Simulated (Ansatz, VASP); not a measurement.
## PbSe: VASP beside Ansatz

Contents of INCAR:

```
SYSTEM = PbSe
ALGO = Normal ; EDIFF = 1E-7
ENCUT = 520 ; GGA = PS
ISIF = 2 ; ISMEAR = -1
LASPH = .True. ; LCHARG = .False.
LREAL = .False. ; LWAVE = .False.
NBANDS = 17 ; NELM = 60
PREC = Accurate ; SIGMA = 0.01
```

The input KPOINTS:

```
k-points
0
Gamma
  9 9 9
  0 0 0
```

File POSCAR:

```
PbSe
1.0
    0.0000000000      3.0621500000      3.0009070000
    3.0621500000      0.0000000000      3.0009070000
    3.0621500000      3.0621500000      0.0000000000
Pb Se
1 1
Direct
    0.0000000000      0.0000000000      0.0000000000
    0.5000000000      0.5000000000      0.5000000000
```

Input for Ansatz:

```yaml
crystal:
  lattice:
    - [0.0, 3.06215, 3.000907]
    - [3.06215, 0.0, 3.000907]
    - [3.06215, 3.06215, 0.0]
  atoms:
    - { symbol: Pb, position: [0.0, 0.0, 0.0] }
    - { symbol: Se, position: [0.5, 0.5, 0.5] }
kpoints:
  mp_grid: { grid: [9, 9, 9] }
  band_path:
    path:
      - [0.0, 0.0, 0.0]
      - [0.0, 0.5, 0.5]
      - [0.25, 0.75, 0.5]
      - [0.0, 0.5, 0.0]
      - [0.0, 0.0, 0.0]
      - [0.5, 0.5, 0.0]
      - [0.3801541025, 0.6198458975, 0.0]
      - [-0.3801541025, 0.3801541025, 0.0]
      - [0.0, 0.0, 0.0]
    npoints: 5
scf:
  occupations: { method: fermi_dirac, width: 0.01 }
hamiltonian:
  xc: pbesol
  pseudopotentials: { kind: all_electron, lapw: { basis_error: 0.00025 } }
output:
  forces: true
  stress: true
  eigenvalues: true
```

Change from the starting cell: zz strain of -2 %.

Alike in both runs: task single point; functional PBEsol; k mesh 9 × 9 × 9; occupations fermi-dirac, width 0.01 eV; no spin polarisation.

|  | VASP | Ansatz |
| --- | --- | --- |
| version | VASP 6.6.1 | Ansatz 0.2.0 |
| potentials or method | VASP PAW PBE potentials, release 64 (Pb_d, Se), cutoff 520 eV | all-electron LAPW, scalar-relativistic |

Ansatz gave:

- gap on the k mesh at the Fermi level (eV): 0.62
- pressure (GPa): 0.6
- traceless stress, the component that is largest in VASP (GPa): 1.84

**Question.** What did VASP give for the same quantities?

**Answer.** gap on the k mesh at the Fermi level (eV): 0.62; pressure (GPa): 0.6; traceless stress, the component that is largest in VASP (GPa): 1.85.

VASP's potentials were made for PBE, not for PBEsol. Ansatz ran all-electron here, and VASP with PAW potentials.

Spin-orbit coupling is off throughout.
